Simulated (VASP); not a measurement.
Set up this calculation in VASP 6.6.1, as the native input.

- Task: relaxation of shape and atoms at fixed volume
- Functional: PBE
- Potentials or basis: VASP PAW PBE potentials, release 64 (Pt)
- Cutoff: 600 eV
- k mesh: 26 × 26 × 26
- Occupations: gaussian, width 0.1 eV
- Spin: no spin polarisation
- Dipole correction: no
- Further INCAR settings: ALGO = Fast; EDIFF = 1e-06; IBRION = 2; EDIFFG = -0.01; NSW = 50; ISIF = 4

The structure of Pt lies in POSCAR:

```
Pt
1.0
   -1.6217036216      1.6217036216      1.3232675484
    1.6217036216     -1.6217036216      1.3232675484
    1.6217036216      1.6217036216     -1.3232675484
Pt
1
Direct
    0.0000000000      0.0000000000      0.0000000000
```

One way to write it, as run:

INCAR

```
SYSTEM = Pt
ALGO = Fast ; EDIFF = 1E-6
EDIFFG = -0.01 ; ENCUT = 600
GGA = PE ; IBRION = 2
ISIF = 4 ; ISMEAR = 0
LASPH = .TRUE. ; LCHARG = .FALSE.
LREAL = .FALSE. ; LWAVE = .FALSE.
NELM = 100 ; NSW = 50
PREC = Accurate ; SIGMA = 0.1
```

KPOINTS

```
k-points
0
G
  26 26 26
  0 0 0
```

Potentials or basis: VASP PAW PBE potentials, release 64 (Pt).

Launch:

```console
$ cat potpaw_PBE.64/Pt/POTCAR > POTCAR
$ mpirun -np 1 vasp_std > vasp.out
```

Results of the run:

- Energy gained by relaxing: 0.2 meV/atom
- Ionic steps: 3
- Pressure after relaxing: 42.7 GPa
- Band gap on the k mesh: zero (bands 5 and 6 overlap by 2.49 eV)

Caveat: spin-orbit coupling is left out, which moves the levels of the heavy elements.

Run time: 8.5 min on 1 thread of AMD EPYC 7R43 64-Core Processor (Zen 3), on a shared host, peak memory 0.31 GiB.
